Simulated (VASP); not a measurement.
# BeS (F-43m) in VASP: further runs

BeS is run at these levels: revPBE; tasks: single point.

Everything below comes from runs of VASP 6.6.1. Logs are shortened: lines on timing, memory, paths and dates and some standing lists are left out, and cuts for length are marked.

**1. The cell of the first run**

Symmetry: F-43m, No. 216, cubic system. Conventional cell: a = 4.909 Å, b = 4.909 Å, c = 4.909 Å, α = 90.00°, β = 90.00°, γ = 90.00°. Be (site symmetry -43m) has 4 S at 2.13 Å within 2.8 Å. S (site symmetry -43m) has 4 Be at 2.13 Å within 2.8 Å.

**2. Single point, revPBE**

File INCAR:

```
SYSTEM = BeS
PREC     = Accurate       ! precision mode
ENCUT    = 600            ! plane-wave cutoff, eV
EDIFF    = 1E-6           ! SCF threshold, eV
ISMEAR   = 0              ! smearing method
SIGMA    = 0.05           ! smearing width, eV
LREAL    = .False.        ! projectors in reciprocal space
LASPH    = .True.         ! aspherical terms in the spheres
NELM     = 120            ! most SCF steps
ALGO     = Normal         ! electronic algorithm
ISIF     = 2              ! what is computed and relaxed
LWAVE    = .False.        ! write WAVECAR
LCHARG   = .False.        ! write CHGCAR
GGA      = RE             ! functional
NBANDS   = 11             ! bands
GGA_COMPAT= .False.
```

File KPOINTS:

```
regular mesh
0
Gamma
  8 8 8
  0 0 0
```

File POSCAR:

```
BeS
1.0
    0.0000000000      2.4544004248      2.4544004248
    2.4544004248      0.0000000000      2.4544004248
    2.4544004248      2.4544004248      0.0000000000
Be S
1 1
Direct
    0.0000000000      0.0000000000      0.0000000000
    0.7500000000      0.7500000000      0.7500000000
```

Potentials or basis: VASP PAW PBE potentials, release 64 (Be, S).

The run is started by

```sh
$ cat potpaw_PBE.64/Be/POTCAR potpaw_PBE.64/S/POTCAR > POTCAR
$ mpirun -np 1 vasp_std > vasp.out
```

OUTCAR:

```text
SYSTEM = BeS
   PREC = Accurate
   ENCUT = 600
   EDIFF = 1E-6
   ISMEAR = 0
   LREAL = .False.
   LASPH = .True.
   NELM = 120
   ISIF = 2
   GGA = RE

 ion  position               nearest neighbor table
   1  0.000  0.000  0.000-   2 2.13   2 2.13   2 2.13   2 2.13
   2  0.750  0.750  0.750-   1 2.13   1 2.13   1 2.13   1 2.13

  LATTYP: Found a face centered cubic cell.
 ALAT       =     4.9088008496

  Lattice vectors:

 A1 = (   0.0000000000,   2.4544004248,   2.4544004248)
 A2 = (   2.4544004248,   0.0000000000,   2.4544004248)
 A3 = (   2.4544004248,   2.4544004248,   0.0000000000)

Analysis of symmetry for initial positions (statically):
=====================================================================
 Subroutine PRICEL returns:
 Original cell was already a primitive cell.

 Routine SETGRP: Setting up the symmetry group for a
 face centered cubic supercell.

 Subroutine GETGRP returns: Found 24 space group operations
 (whereof 24 operations were pure point group operations)
 out of a pool of 48 trial point group operations.

The static configuration has the point symmetry T_d .

Analysis of symmetry for dynamics (positions and initial velocities):
=====================================================================
 Subroutine PRICEL returns:
 Original cell was already a primitive cell.

 Routine SETGRP: Setting up the symmetry group for a
 face centered cubic supercell.

 Subroutine GETGRP returns: Found 24 space group operations
 (whereof 24 operations were pure point group operations)
 out of a pool of 48 trial point group operations.

The dynamic configuration has the point symmetry T_d .

 Subroutine INISYM returns: Found 24 space group operations
 (whereof 24 operations are pure point group operations),
 and found     1 'primitive' translations

----------------------------------------------------------------------------------------

                                     Primitive cell

  volume of cell :      29.5710

  direct lattice vectors                    reciprocal lattice vectors
     0.000000000  2.454400425  2.454400425    -0.203715740  0.203715740  0.203715740
     2.454400425  0.000000000  2.454400425     0.203715740 -0.203715740  0.203715740
     2.454400425  2.454400425  0.000000000     0.203715740  0.203715740 -0.203715740

  length of vectors
     3.471046368  3.471046368  3.471046368     0.352846013  0.352846013  0.352846013

  position of ions in fractional coordinates (direct lattice)
     0.000000000  0.000000000  0.000000000
     0.750000000  0.750000000  0.750000000

  ion indices of the primitive-cell ions
   primitive index   ion index
                 1           1
                 2           2

----------------------------------------------------------------------------------------

 KPOINTS: regular mesh

Automatic generation of k-mesh.
 Grid dimensions read from file:
 generate k-points for:    8    8    8

 Generating k-lattice:

  Cartesian coordinates                     Fractional coordinates (reciprocal lattice)
    -0.025464468  0.025464468  0.025464468     0.125000000  0.000000000  0.000000000
     0.025464468 -0.025464468  0.025464468     0.000000000  0.125000000  0.000000000
     0.025464468  0.025464468 -0.025464468     0.000000000  0.000000000  0.125000000

  Length of vectors
     0.044105752  0.044105752  0.044105752

  Shift w.r.t. Gamma in fractional coordinates (k-lattice)
     0.000000000  0.000000000  0.000000000

 Subroutine IBZKPT returns following result:
 ===========================================

 Found     29 irreducible k-points:

 Following reciprocal coordinates:
            Coordinates               Weight
  0.000000  0.000000  0.000000      1.000000
  0.125000  0.000000  0.000000      8.000000
  0.250000  0.000000  0.000000      8.000000
  0.375000  0.000000  0.000000      8.000000
  0.500000  0.000000  0.000000      4.000000
  0.125000  0.125000  0.000000      6.000000
[... 16 lines left out ...]
  0.500000  0.250000  0.125000     48.000000
 -0.375000  0.250000  0.125000     24.000000
 [... further k-points ...]
   k-points           NKPTS =     29   k-points in BZ     NKDIM =     29   number of bands    NBANDS=     11
   number of dos      NEDOS =    301   number of ions     NIONS =      2
   total plane-waves  NPLWV =  21952
   dimension x,y,z NGX =    28 NGY =   28 NGZ =   28
   dimension x,y,z NGXF=    56 NGYF=   56 NGZF=   56
   ions per type =               1   1
   NGX,Y,Z   is equivalent  to a cutoff of  13.41, 13.41, 13.41 a.u.
   NGXF,Y,Z  is equivalent  to a cutoff of  26.82, 26.82, 26.82 a.u.
 SYSTEM =  BeS
   PREC   = accura    normal or accurate (medium, high low for compatibility)
   ISTART =      0    job   : 0-new  1-cont  2-samecut
   ICHARG =      2    charge: 1-file 2-atom 10-const
   ISPIN  =      1    spin polarized calculation?
   LNONCOLLINEAR =      F non collinear calculations
   LSORBIT =      F    spin-orbit coupling
   LASPH  =      T    aspherical Exc in radial PAW
   ENCUT  =  600.0 eV  44.10 Ry    6.64 a.u.   6.93  6.93  6.93*2*pi/ulx,y,z
   NELM   =    120;   NELMIN=  2; NELMDL= -5     # of ELM steps
   EDIFF  = 0.1E-05   stopping-criterion for ELM
   LREAL  =      F    real-space projection
   EDIFFG = 0.1E-04   stopping-criterion for IOM
   NSW    =      0    number of steps for IOM
   IBRION =     -1    ionic relax: 0-MD 1-quasi-New 2-CG
   NFREE  =      0    steps in history (QN), initial steepest desc. (CG)
   ISIF   =      2    stress and relaxation
   ISYM   =      2    0-nonsym 1-usesym 2-fastsym
   POTIM  = 0.5000    time-step for ionic-motion
   TEBEG  =    0.0;   TEEND  =   0.0 temperature during run
   PSTRESS=    0.0 pullay stress
   NELECT =       8.0000    total number of electrons
   NUPDOWN=      -1.0000    fix difference up-down
   EMIN   =  10.00;   EMAX   =-10.00  energy-range for DOS
   EFERMI =   0.00;   METHOD = LEGACY
   ISMEAR =     0;   SIGMA  =   0.05  broadening in eV -4-tet -1-fermi 0-gaus
   EFERMI_NEDOS =   21; number of points for ismear=-14 and -15
   IALGO  =     38    algorithm
   IMIX   =      4    mixing-type and parameters
     AMIX     =   0.40;   BMIX     =  1.00
     AMIX_MAG =   1.60;   BMIX_MAG =  1.00
  volume/ion in A,a.u.               =      14.79        99.78
  Fermi-wavevector in a.u.,A,eV,Ry     =   1.058805  2.000852 15.253063  1.121069
  Thomas-Fermi vector in A             =   2.194128
   LORBIT       =      0    0 simple, 1 ext, 2 COOP (PROOUT), +10 PAW based schemes
   GGA     = RE    functional components
   LHFCALC =     F    Hartree Fock is set to
   AEXX    =    0.0000 exact exchange contribution
   IVDW    =     0    specifies the selected vdW correction
   LEPSILON=     F    determine dielectric tensor
   LRPA    =     F    only Hartree local field effects (RPA)
 non-spin polarized calculation
 Gauss-broadening in eV      SIGMA  =   0.05
  energy-cutoff  :      600.00
  volume of cell :       29.57
 maximum number of plane-waves:       998
   NGX = 13   NGY = 13   NGZ = 13

 number of electron       7.9999999 magnetization

 Free energy of the ion-electron system (eV)
  ---------------------------------------------------
  ext. energy  EPLUGINS =         0.00000000
  ---------------------------------------------------
  free energy    TOTEN  =        -9.49635148 eV

  energy without entropy =       -9.49635148  energy(sigma->0) =       -9.49635148

 E-fermi :   4.0703     XC(G=0):  -9.4877

 val. band max:        3.8673777253   @ k =   0.0000   0.0000   0.0000
 cond. band min:       7.1382361200   @ k =   0.5000   0.5000   0.0000
 fundamental gap:      3.2708583946
 Fermi energy:         4.0703235037

 k-point     1 :       0.0000    0.0000    0.0000
  band No.  band energies     occupation
      1      -9.5809      2.00000
      2       3.8674      2.00000
      3       3.8674      2.00000
      4       3.8674      2.00000
      5       9.5597      0.00000
      6       9.5949      0.00000
      7       9.5949      0.00000
      8       9.5949      0.00000
      9      16.5720      0.00000
     10      16.5720      0.00000
     11      18.6063      0.00000

 k-point     2 :       0.1250    0.0000    0.0000
  band No.  band energies     occupation
      1      -9.4124      2.00000
      2       2.7167      2.00000
      3       3.6809      2.00000
      4       3.6809      2.00000
      5       9.4567      0.00000
      6       9.9342      0.00000
      7       9.9342      0.00000
      8      10.8626      0.00000
      9      15.9257      0.00000
     10      15.9257      0.00000
     11      18.5327      0.00000

 k-point     3 :       0.2500    0.0000    0.0000
  band No.  band energies     occupation
      1      -8.9503      2.00000
      2       0.6979      2.00000
      3       3.3053      2.00000
      4       3.3053      2.00000
      5       9.3793      0.00000
      6      10.4619      0.00000
      7      10.4619      0.00000
      8      12.9509      0.00000
      9      15.7000      0.00000
     10      15.7000      0.00000
     11      18.0879      0.00000

 k-point     4 :       0.3750    0.0000    0.0000
  band No.  band energies     occupation
      1      -8.3700      2.00000
      2      -0.9834      2.00000
      3       2.9996      2.00000
      4       2.9996      2.00000
      5       9.3032      0.00000
      6      10.5408      0.00000
      7      10.5408      0.00000
      8      14.5411      0.00000
      9      17.0006      0.00000
     10      17.0006      0.00000
     11      18.1550      0.00000

 k-point     5 :       0.5000    0.0000    0.0000
  band No.  band energies     occupation
      1      -8.0720      2.00000
      2      -1.6669      2.00000
      3       2.8875      2.00000
      4       2.8875      2.00000
      5       9.2714      0.00000
      6      10.4745      0.00000
      7      10.4745      0.00000
      8      15.0275      0.00000
      9      18.6363      0.00000
     10      18.6363      0.00000
     11      18.8762      0.00000
[... 211 lines left out ...]
 k-point    21 :       0.5000    0.5000    0.0000
  band No.  band energies     occupation
      1      -7.5632      2.00000
      2      -0.9594      2.00000
      3       1.3617      2.00000
      4       1.3617      2.00000
      5       7.1382      0.00000
      6       8.8548      0.00000
      7      16.4327      0.00000
      8      16.4327      0.00000
      9      19.0680      0.00000
     10      20.0380      0.00000
     11      20.5531      0.00000

 k-point    22 :       0.3750    0.2500    0.1250
  band No.  band energies     occupation
      1      -8.5743      2.00000
      2       0.4618      2.00000
      3       1.8367      2.00000
      4       2.8083      2.00000
      5       9.4489      0.00000
      6      11.0876      0.00000
      7      11.3700      0.00000
      8      12.3642      0.00000
      9      15.3427      0.00000
     10      18.1218      0.00000
     11      19.6682      0.00000

 k-point    23 :       0.5000    0.2500    0.1250
  band No.  band energies     occupation
      1      -8.0663      2.00000
      2      -0.6348      2.00000
      3       1.3140      2.00000
      4       2.3639      2.00000
      5       9.9114      0.00000
      6      10.6850      0.00000
      7      12.2342      0.00000
      8      13.0934      0.00000
      9      16.3596      0.00000
     10      18.1239      0.00000
     11      20.1012      0.00000

 k-point    24 :      -0.3750    0.2500    0.1250
  band No.  band energies     occupation
      1      -7.8143      2.00000
      2      -1.1545      2.00000
      3       1.2166      2.00000
      4       2.1330      2.00000
      5      10.0419      0.00000
      6      10.4136      0.00000
      7      12.8763      0.00000
      8      14.2767      0.00000
      9      15.2514      0.00000
     10      18.9974      0.00000
     11      19.6338      0.00000

 [... further k-points ...]

------------------------ aborting loop because EDIFF is reached ----------------------------------------

  FORCE on cell =-STRESS in cart. coord.  units (eV):
  Direction    XX          YY          ZZ          XY          YZ          ZX
  --------------------------------------------------------------------------------------
  -------------------------------------------------------------------------------------
  Total       -0.0040403     -0.0040403     -0.0040403     -0.0000000     -0.0000000      0.0000000
  in kB       -0.2189039     -0.2189039     -0.2189039     -0.0000000     -0.0000000      0.0000000
  external PRESSURE =      -0.2189039 kB  Pullay stress =       0.0000000 kB

 VOLUME and BASIS-vectors are now :
 -----------------------------------------------------------------------------
  energy-cutoff  :      600.00
  volume of cell :       29.57
      direct lattice vectors                 reciprocal lattice vectors
     0.000000000  2.454400425  2.454400425    -0.203715740  0.203715740  0.203715740
     2.454400425  0.000000000  2.454400425     0.203715740 -0.203715740  0.203715740
     2.454400425  2.454400425  0.000000000     0.203715740  0.203715740 -0.203715740

 POSITION                                       TOTAL-FORCE (eV/Angst)
 -----------------------------------------------------------------------------------
      0.00000      0.00000      0.00000        -0.000000      0.000000     -0.000000
      3.68160      3.68160      3.68160         0.000000     -0.000000      0.000000
 -----------------------------------------------------------------------------------
    total drift:                                0.000000      0.000000      0.000000

  FREE ENERGIE OF THE ION-ELECTRON SYSTEM (eV)
  ---------------------------------------------------
  free  energy   TOTEN  =        -9.4963514756 eV

  energy  without entropy=       -9.4963514756  energy(sigma->0) =       -9.49635148
```

It took 19 s on 1 thread of Intel Xeon 8259CL, shared host; peak memory 0.15 GiB.

What came out:

- Free energy: -9.4964 eV
- Pressure: 0.0 GPa
- Band gap on the k mesh: 3.27 eV, indirect (least direct gap 5.69 eV)

Levels at points of the mesh, in eV from the valence-band top:
```
           k point  band 2  band 3  band 4  band 5  band 6  band 7
(0.00, 0.00, 0.00)    0.00    0.00    0.00    5.69    5.73    5.73
(0.50, 0.00, 0.00)   -5.53   -0.98   -0.98    5.40    6.61    6.61
(0.50, 0.50, 0.00)   -4.83   -2.51   -2.51    3.27    4.99   12.57
```

Caveat: the PAW data sets were made with another functional, which shifts forces and pressure a little.

**3. Single point, revPBE (volume scaled by 0.98)**

File INCAR:

```
ALGO = Normal
EDIFF = 1E-6
ENCUT = 600
GGA = RE
GGA_COMPAT = False
ISIF = 2
ISMEAR = 0
LASPH = True
LCHARG = False
LREAL = False
LWAVE = False
NBANDS = 11
NELM = 120
PREC = Accurate
SIGMA = 0.05
```

File KPOINTS:

```
k-points
0
Gamma
  8 8 8
```

File POSCAR:

```
BeS
1.0
    0.0000000000      2.4379274424      2.4379274424
    2.4379274424      0.0000000000      2.4379274424
    2.4379274424      2.4379274424      0.0000000000
Be S
1 1
Direct
    0.0000000000      0.0000000000      0.0000000000
    0.7500000000      0.7500000000      0.7500000000
```

Potentials or basis: VASP PAW PBE potentials, release 64 (Be, S).

The run is started by

```sh
$ cat potpaw_PBE.64/Be/POTCAR potpaw_PBE.64/S/POTCAR > POTCAR
$ mpirun -np 1 vasp_std > vasp.out
```

OUTCAR:

```text
EDIFF = 1E-6
   ENCUT = 600
   GGA = RE
   ISIF = 2
   ISMEAR = 0
   LASPH = True
   LREAL = False
   NELM = 120
   PREC = Accurate

 ion  position               nearest neighbor table
   1  0.000  0.000  0.000-   2 2.11   2 2.11   2 2.11   2 2.11
   2  0.750  0.750  0.750-   1 2.11   1 2.11   1 2.11   1 2.11

  LATTYP: Found a face centered cubic cell.
 ALAT       =     4.8758548848

  Lattice vectors:

 A1 = (   0.0000000000,   2.4379274424,   2.4379274424)
[... 522 lines left out ...]
------------------------ aborting loop because EDIFF is reached ----------------------------------------

  FORCE on cell =-STRESS in cart. coord.  units (eV):
  Direction    XX          YY          ZZ          XY          YZ          ZX
  --------------------------------------------------------------------------------------
  -------------------------------------------------------------------------------------
  Total        0.3322831      0.3322831      0.3322831     -0.0000000     -0.0000000     -0.0000000
  in kB       18.3707356     18.3707356     18.3707356     -0.0000000     -0.0000000     -0.0000000
  external PRESSURE =      18.3707356 kB  Pullay stress =       0.0000000 kB

 VOLUME and BASIS-vectors are now :
 -----------------------------------------------------------------------------
  energy-cutoff  :      600.00
  volume of cell :       28.98
      direct lattice vectors                 reciprocal lattice vectors
     0.000000000  2.437927442  2.437927442    -0.205092240  0.205092240  0.205092240
     2.437927442  0.000000000  2.437927442     0.205092240 -0.205092240  0.205092240
     2.437927442  2.437927442  0.000000000     0.205092240  0.205092240 -0.205092240

 POSITION                                       TOTAL-FORCE (eV/Angst)
 -----------------------------------------------------------------------------------
      0.00000      0.00000      0.00000         0.000000      0.000000      0.000000
      3.65689      3.65689      3.65689        -0.000000     -0.000000     -0.000000
 -----------------------------------------------------------------------------------
    total drift:                                0.000000      0.000000     -0.000000

  FREE ENERGIE OF THE ION-ELECTRON SYSTEM (eV)
  ---------------------------------------------------
  free  energy   TOTEN  =        -9.4930529761 eV

  energy  without entropy=       -9.4930529761  energy(sigma->0) =       -9.49305298
```

It took 19 s on 1 thread of Intel Xeon 8259CL, shared host; peak memory 0.15 GiB.

What came out:

```yaml
Free_energy: -9.4931 eV
Pressure: 1.8 GPa
Band_gap_on_the_k_mesh: 3.23 eV, indirect (least direct gap 5.72 eV)
```

Caveat: the PAW data sets were made with another functional, which shifts forces and pressure a little.
